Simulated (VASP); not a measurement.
# H3C2N in VASP: notebook

H3C2N is run at these levels: PBE+D3(BJ); tasks: single point.

Program: VASP 6.6.1. These are calculated values, not measurements. Logs are shortened: lines on timing, memory, paths and dates and some standing lists are left out, and cuts for length are marked.

## 1. The cell of the first run

The cell holds a disordered packing, 36 atoms: a = 8.312 Å, b = 8.312 Å, c = 8.312 Å, α = 90.00°, β = 90.00°, γ = 90.00°.

## 2. Single point, PBE+D3(BJ)

File INCAR:

```
SYSTEM = H3C2N
  ALGO = Normal
  EDIFF = 1E-6
  ENCUT = 520
  GGA = PE
  ISIF = 2
  ISMEAR = -1
  IVDW = 12
  LASPH = .TRUE.
  LCHARG = .FALSE.
  LREAL = Auto
  LWAVE = .FALSE.
  NBANDS = 72
  NELM = 60
  PREC = Accurate
  SIGMA = 0.05
```

File KPOINTS:

```
k-points
0
G
  1 1 1
  0 0 0
```

File POSCAR:

```
H3C2N
1.0
    8.3116590000      0.0000000000      0.0000000000
    0.0000000000      8.3116590000      0.0000000000
    0.0000000000      0.0000000000      8.3116590000
C N H
12 6 18
Direct
    1.0494415134      0.1766193729      0.4257633765
    0.9805864268      0.2062283835      0.5969927303
    0.4562025463      0.7866179303      0.2481093125
    0.4443998485      0.6468143123      0.3470907553
    0.1501745921      0.7580797047      0.6430605490
    0.2032085291      0.7207466043      0.8019097030
    0.4705558782      0.3225950439      0.7447009075
    0.4591622443      0.1851014340      0.6522765190
    0.7709411563      0.4821420128      0.1247043460
    0.8394593667      0.6151238880      0.2323844133
    0.8395315544      0.9633816787      0.9300910925
    0.7447851265      0.8218455545      0.8706444766
    0.9006505200      0.2505757274      0.7026756030
    0.4124086419      0.5413720654      0.4309608948
    0.2709206429      0.6980555867      0.9200569946
    0.4274718200      0.0692882131      0.5738084298
    0.8714746358      0.7419457415      0.2918550917
    0.6864694521      0.7000888752      0.8199325790
    1.0408752332      0.2823864646      0.3492323253
    1.1759866472      0.1369762643      0.4351357533
    0.9846530037      0.0764588634      0.3658956654
    0.4490800212      0.8903517336      0.3275038112
    0.5652060557      0.7969648418      0.1748988980
    0.3474757566      0.7833815126      0.1734310804
    0.2491680662      0.7784366515      0.5601408816
    0.0726930689      0.6742697216      0.5804857971
    0.0837257640      0.8699947868      0.6495333844
    0.3914140366      0.3355046207      0.8467503299
    0.5917952120      0.3315222629      0.8007306363
    0.4708325979      0.4196394486      0.6673637598
    0.7078851527      0.5382800233      0.0215961699
    0.8656153964      0.4083540963      0.0705875927
    0.6962147990      0.4019414175      0.2007060203
    0.9119599348      1.0171134307      0.8312299626
    0.7609672148      1.0672357949      0.9723209290
    0.9138729103      0.9366120530      1.0331270809
```

Potentials or basis: VASP PAW PBE potentials, release 64 (C, N, H).

Launch:

```bash
$ cat potpaw_PBE.64/C/POTCAR potpaw_PBE.64/N/POTCAR potpaw_PBE.64/H/POTCAR > POTCAR
$ mpirun -np 1 vasp_gam > vasp.out
```

OUTCAR:

```text
SYSTEM = H3C2N
   EDIFF = 1E-6
   ENCUT = 520
   GGA = PE
   ISIF = 2
   ISMEAR = -1
   IVDW = 12
   LASPH = .TRUE.
   LREAL = Auto
   NELM = 60
   PREC = Accurate
 IVDW          = 12

 ion  position               nearest neighbor table
   1  0.049  0.177  0.426-  19 1.09  20 1.10  21 1.11   2 1.55
   2  0.981  0.206  0.597-  13 1.16   1 1.55
   3  0.456  0.787  0.248-  22 1.09  23 1.09  24 1.10   4 1.43
   4  0.444  0.647  0.347-  14 1.15   3 1.43
   5  0.150  0.758  0.643-  26 1.08  27 1.08  25 1.09   6 1.43
   6  0.203  0.721  0.802-  15 1.15   5 1.43
   7  0.471  0.323  0.745-  30 1.03  28 1.08  29 1.11   8 1.38
   8  0.459  0.185  0.652-  16 1.19   7 1.38
   9  0.771  0.482  0.125-  32 1.09  31 1.11  33 1.11  10 1.53
  10  0.839  0.615  0.232-  17 1.19   9 1.53
  11  0.840  0.963  0.930-  36 1.08  34 1.11  35 1.14  12 1.50
  12  0.745  0.822  0.871-  18 1.20  11 1.50
  13  0.901  0.251  0.703-   2 1.16
  14  0.412  0.541  0.431-   4 1.15
  15  0.271  0.698  0.920-   6 1.15
  16  0.427  0.069  0.574-   8 1.19
  17  0.871  0.742  0.292-  10 1.19
  18  0.686  0.700  0.820-  12 1.20
[... 16 lines left out ...]
  35  0.761  0.067  0.972-  11 1.14
  36  0.914  0.937  0.033-  11 1.08

  LATTYP: Found a simple cubic cell.
 ALAT       =     8.3116590000

  Lattice vectors:

 A1 = (   8.3116590000,   0.0000000000,   0.0000000000)
 A2 = (   0.0000000000,   8.3116590000,   0.0000000000)
 A3 = (   0.0000000000,   0.0000000000,   8.3116590000)

Analysis of symmetry for initial positions (statically):
=====================================================================
 Subroutine PRICEL returns:
 Original cell was already a primitive cell.

 Routine SETGRP: Setting up the symmetry group for a
 simple cubic supercell.

 Subroutine GETGRP returns: Found  1 space group operations
 (whereof  1 operations were pure point group operations)
 out of a pool of 48 trial point group operations.

The static configuration has the point symmetry C_1 .

Analysis of symmetry for dynamics (positions and initial velocities):
=====================================================================
 Subroutine PRICEL returns:
 Original cell was already a primitive cell.

 Routine SETGRP: Setting up the symmetry group for a
 simple cubic supercell.

 Subroutine GETGRP returns: Found  1 space group operations
 (whereof  1 operations were pure point group operations)
 out of a pool of 48 trial point group operations.

The dynamic configuration has the point symmetry C_1 .

 Subroutine INISYM returns: Found  1 space group operations
 (whereof  1 operations are pure point group operations),
 and found     1 'primitive' translations

----------------------------------------------------------------------------------------

                                     Primitive cell

  volume of cell :     574.2000

  direct lattice vectors                    reciprocal lattice vectors
     8.311659000  0.000000000  0.000000000     0.120312924  0.000000000  0.000000000
     0.000000000  8.311659000  0.000000000     0.000000000  0.120312924  0.000000000
     0.000000000  0.000000000  8.311659000     0.000000000  0.000000000  0.120312924

  length of vectors
     8.311659000  8.311659000  8.311659000     0.120312924  0.120312924  0.120312924

  position of ions in fractional coordinates (direct lattice)
     0.049441513  0.176619373  0.425763377
     0.980586427  0.206228383  0.596992730
     0.456202546  0.786617930  0.248109312
     0.444399848  0.646814312  0.347090755
     0.150174592  0.758079705  0.643060549
     0.203208529  0.720746604  0.801909703
[... 28 lines left out ...]
     0.760967215  0.067235795  0.972320929
     0.913872910  0.936612053  0.033127081

  ion indices of the primitive-cell ions
   primitive index   ion index
                 1           1
                 2           2
                 3           3
                 4           4
                 5           5
                 6           6
[... 28 lines left out ...]
                35          35
                36          36

----------------------------------------------------------------------------------------

 KPOINTS: k-points

Automatic generation of k-mesh.
 Grid dimensions read from file:
 generate k-points for:    1    1    1

 Generating k-lattice:

  Cartesian coordinates                     Fractional coordinates (reciprocal lattice)
     0.120312924  0.000000000  0.000000000     1.000000000  0.000000000  0.000000000
     0.000000000  0.120312924  0.000000000     0.000000000  1.000000000  0.000000000
     0.000000000  0.000000000  0.120312924     0.000000000  0.000000000  1.000000000

  Length of vectors
     0.120312924  0.120312924  0.120312924

  Shift w.r.t. Gamma in fractional coordinates (k-lattice)
     0.000000000  0.000000000  0.000000000

 Subroutine IBZKPT returns following result:
 ===========================================

 Found      1 irreducible k-points:

 Following reciprocal coordinates:
            Coordinates               Weight
  0.000000  0.000000  0.000000      1.000000
   k-points           NKPTS =      1   k-points in BZ     NKDIM =      1   number of bands    NBANDS=     72
   number of dos      NEDOS =    301   number of ions     NIONS =     36
   total plane-waves  NPLWV = 262144
   dimension x,y,z NGX =    64 NGY =   64 NGZ =   64
   dimension x,y,z NGXF=   128 NGYF=  128 NGZF=  128
   ions per type =              12   6  18
   NGX,Y,Z   is equivalent  to a cutoff of  12.80, 12.80, 12.80 a.u.
   NGXF,Y,Z  is equivalent  to a cutoff of  25.60, 25.60, 25.60 a.u.
 SYSTEM =  H3C2N
   PREC   = accura    normal or accurate (medium, high low for compatibility)
   ISTART =      0    job   : 0-new  1-cont  2-samecut
   ICHARG =      2    charge: 1-file 2-atom 10-const
   ISPIN  =      1    spin polarized calculation?
   LNONCOLLINEAR =      F non collinear calculations
   LSORBIT =      F    spin-orbit coupling
   LASPH  =      T    aspherical Exc in radial PAW
   ENCUT  =  520.0 eV  38.22 Ry    6.18 a.u.  15.45 15.45 15.45*2*pi/ulx,y,z
   NELM   =     60;   NELMIN=  2; NELMDL= -5     # of ELM steps
   EDIFF  = 0.1E-05   stopping-criterion for ELM
   LREAL  =      T    real-space projection
   EDIFFG = 0.1E-04   stopping-criterion for IOM
   NSW    =      0    number of steps for IOM
   IBRION =     -1    ionic relax: 0-MD 1-quasi-New 2-CG
   NFREE  =      0    steps in history (QN), initial steepest desc. (CG)
   ISIF   =      2    stress and relaxation
   ISYM   =      2    0-nonsym 1-usesym 2-fastsym
   POTIM  = 0.5000    time-step for ionic-motion
   TEBEG  =    0.0;   TEEND  =   0.0 temperature during run
   PSTRESS=    0.0 pullay stress
   NELECT =      96.0000    total number of electrons
   NUPDOWN=      -1.0000    fix difference up-down
   EMIN   =  10.00;   EMAX   =-10.00  energy-range for DOS
   EFERMI =   0.00;   METHOD = LEGACY
   ISMEAR =    -1;   SIGMA  =   0.05  broadening in eV -4-tet -1-fermi 0-gaus
   EFERMI_NEDOS =   21; number of points for ismear=-14 and -15
   IALGO  =     38    algorithm
   IMIX   =      4    mixing-type and parameters
     AMIX     =   0.40;   BMIX     =  1.00
     AMIX_MAG =   1.60;   BMIX_MAG =  1.00
  volume/ion in A,a.u.               =      15.95       107.64
  Fermi-wavevector in a.u.,A,eV,Ry     =   0.901871  1.704288 11.066577  0.813370
  Thomas-Fermi vector in A             =   2.025004
   LORBIT       =      0    0 simple, 1 ext, 2 COOP (PROOUT), +10 PAW based schemes
   GGA     = PE    functional components
   LHFCALC =     F    Hartree Fock is set to
   AEXX    =    0.0000 exact exchange contribution
   IVDW    =    12    specifies the selected vdW correction
   LEPSILON=     F    determine dielectric tensor
   LRPA    =     F    only Hartree local field effects (RPA)
 non-spin polarized calculation
  energy-cutoff  :      520.00
  volume of cell :      574.20
 maximum number of plane-waves:      7758
 NGX is ok and might be reduce to    64
   NGX = 31   NGY = 31   NGZ = 31

 number of electron      96.0000004 magnetization

 Free energy of the ion-electron system (eV)
  ---------------------------------------------------
  ext. energy  EPLUGINS =         0.00000000
  ---------------------------------------------------
  free energy    TOTEN  =      -219.92796840 eV

  energy without entropy =     -219.92796840  energy(sigma->0) =     -219.92796840

 E-fermi :  -3.4687     XC(G=0):  -5.8559

 val. band max:       -4.7338539053   @ k =   0.0000   0.0000   0.0000
 cond. band min:       0.9204515364   @ k =   0.0000   0.0000   0.0000
 fundamental gap:      5.6543054418
 Fermi energy:        -3.4686520308

 k-point     1 :       0.0000    0.0000    0.0000
  band No.  band energies     occupation
      1     -20.2293      2.00000
      2     -19.8547      2.00000
      3     -19.8131      2.00000
      4     -19.7633      2.00000
      5     -19.5487      2.00000
      6     -19.4783      2.00000
[... 52 lines left out ...]
     59       2.5427      0.00000
     60       2.7363      0.00000
 [bands above 60 left out]

------------------------ aborting loop because EDIFF is reached ----------------------------------------

 Edisp (eV)   -1.45591

 E8    (eV) :    -0.3462

  FORCE on cell =-STRESS in cart. coord.  units (eV):
  Direction    XX          YY          ZZ          XY          YZ          ZX
  --------------------------------------------------------------------------------------
  -------------------------------------------------------------------------------------
  Total      -1.06802    -3.96583    -2.14812    -4.67478    -9.42708    -0.02118
  in kB      -2.98007   -11.06576    -5.99385   -13.04393   -26.30418    -0.05911
  external pressure =       -6.68 kB  Pullay stress =        0.00 kB

 VOLUME and BASIS-vectors are now :
 -----------------------------------------------------------------------------
  energy-cutoff  :      520.00
  volume of cell :      574.20
      direct lattice vectors                 reciprocal lattice vectors
     8.311659000  0.000000000  0.000000000     0.120312924  0.000000000  0.000000000
     0.000000000  8.311659000  0.000000000     0.000000000  0.120312924  0.000000000
     0.000000000  0.000000000  8.311659000     0.000000000  0.000000000  0.120312924

 POSITION                                       TOTAL-FORCE (eV/Angst)
 -----------------------------------------------------------------------------------
      0.41094      1.46800      3.53880        -0.155645     -0.914427      1.837021
      8.15030      1.71410      4.96200         0.468594      0.176030     -3.482040
      3.79180      6.53810      2.06220        -0.267433      0.403602     -0.192430
      3.69370      5.37610      2.88490         0.311867      0.841988     -0.655731
      1.24820      6.30090      5.34490        -0.510101      0.594791     -0.657279
      1.68900      5.99060      6.66520        -0.101423     -0.095239     -1.811385
[... 28 lines left out ...]
      6.32490      0.55884      8.08160         0.245987     -0.994202     -0.506172
      7.59580      7.78480      0.27534         0.377187     -0.619043      0.300192
 -----------------------------------------------------------------------------------
    total drift:                               -0.023496     -0.014679      0.013863

  FREE ENERGIE OF THE ION-ELECTRON SYSTEM (eV)
  ---------------------------------------------------
  free  energy   TOTEN  =      -221.3838772142 eV

  energy  without entropy=     -221.3838772142  energy(sigma->0) =     -221.38387721
```

Wall time 85 s (1 thread of Intel Xeon Platinum 8259CL at 2.50GHz (Skylake/Cascade Lake), shared host); peak memory 0.59 GiB.

What came out:

| Property | Result |
| --- | --- |
| Free energy | -221.3839 eV |
| Pressure | -0.7 GPa |
| Largest force | 5.209 eV/Å |
| Band gap on the k mesh | 5.65 eV |
| Dispersion energy per atom | -0.040 eV |

Forces in eV/Å, atoms in the order of the input:
```
C   -0.156 -0.914  1.837
C    0.469  0.176 -3.482
C   -0.267  0.404 -0.192
C    0.312  0.842 -0.656
C   -0.510  0.595 -0.657
C   -0.101 -0.095 -1.811
C    2.184  0.270  2.584
C   -1.656 -4.360 -2.320
C    0.700  0.666  1.349
C   -0.332  1.558 -0.624
C   -1.438  0.672 -0.632
C   -0.212 -1.724 -0.647
N    0.056  0.050  0.737
N   -0.175 -1.548  0.958
N    0.602 -0.474  2.114
N    0.866  2.094  1.283
N   -0.353 -2.736 -0.904
N    1.220  2.995  1.185
H   -0.061  0.456  0.227
H   -0.132  0.259  0.065
H   -0.097  0.207  0.425
H    0.086  0.440  0.267
H   -0.095 -0.234 -0.015
H    0.167  0.161 -0.419
H    0.541  0.079  0.180
H   -0.388 -0.652  0.281
H   -0.331  0.509 -0.081
H   -0.858 -0.087  0.093
H   -0.041 -0.209 -0.190
H   -0.481  2.295 -1.415
H   -0.138 -0.023  0.487
H    0.340  0.057  0.120
H   -0.061  0.339 -0.334
H   -0.278 -0.452  0.395
H    0.246 -0.994 -0.506
H    0.377 -0.619  0.300
```

Stress tensor (GPa, compression positive):
```
-0.30 -1.30 -0.01
-1.30 -1.11 -2.63
-0.01 -2.63 -0.60
```

Caveat: the k points lie up to 0.76 Å⁻¹ apart.

(Part 1 of 2 ends here.)
